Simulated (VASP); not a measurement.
A run of VASP 6.6.1 is set up as follows.

The input POSCAR:

```
GaP
1.0
    5.4505000000      0.0000000000      0.0000000000
    0.0000000000     -5.4505000000      0.0000000000
    0.0000000000      0.0000000000     -5.4505000000
Ga P
4 4
Direct
    0.0000000000      0.5000000000      0.5000000000
    0.5000000000      0.0000000000      0.5000000000
    0.5000000000      0.5000000000      0.0000000000
    0.0000000000      0.0000000000      0.0000000000
    0.7500000000      0.7500000000      0.7500000000
    0.2500000000      0.2500000000      0.7500000000
    0.2500000000      0.7500000000      0.2500000000
    0.7500000000      0.2500000000      0.2500000000
```

The input INCAR.step1:

```
ALGO     = Normal         # electronic algorithm
EDIFF    = 1E-4           # SCF threshold, eV
ENCUT    = 520            # plane-wave cutoff, eV
GGA      = PE             # functional
ISMEAR   = 0              # smearing method
LASPH    = T              # aspherical terms in the spheres
LCHARG   = F              # write CHGCAR
LREAL    = F              # projectors in reciprocal space
LWAVE    = T              # write WAVECAR
NBANDS   = 46             # bands
NELM     = 100            # most SCF steps
PREC     = Accurate       # precision mode
SIGMA    = 0.05           # smearing width, eV
```

INCAR.step2

```
ALGO     = Normal         # electronic algorithm
EDIFF    = 1E-6           # SCF threshold, eV
ENCUT    = 520            # plane-wave cutoff, eV
ISIF     = 2              # what is computed and relaxed
ISMEAR   = 0              # smearing method
ISTART   = 1            
LASPH    = T              # aspherical terms in the spheres
LCHARG   = F              # write CHGCAR
LMIXTAU  = T            
LREAL    = F              # projectors in reciprocal space
LWAVE    = F              # write WAVECAR
METAGGA  = R2SCAN         # meta-GGA
NBANDS   = 46             # bands
NELM     = 100            # most SCF steps
PREC     = Accurate       # precision mode
SIGMA    = 0.05           # smearing width, eV
```

KPOINTS

```
k-points
0
Gamma
  6 6 6
```

Potentials or basis: VASP PAW PBE potentials, release 64 (Ga_d, P).

Command:

```bash
$ cat potpaw_PBE.64/Ga_d/POTCAR potpaw_PBE.64/P/POTCAR > POTCAR
$ cp INCAR.step1 INCAR
$ mpirun -np 1 vasp_std > vasp.out
$ cp INCAR.step2 INCAR
$ mpirun -np 1 vasp_std > vasp.out
```

(1) Estimate the band gap on the k mesh.

(2) Estimate the pressure.

## Answers

(1) 1.85 eV.

(2) 0.1 GPa.

Caveat: the PAW data sets were made with another functional, which shifts forces and pressure a little.
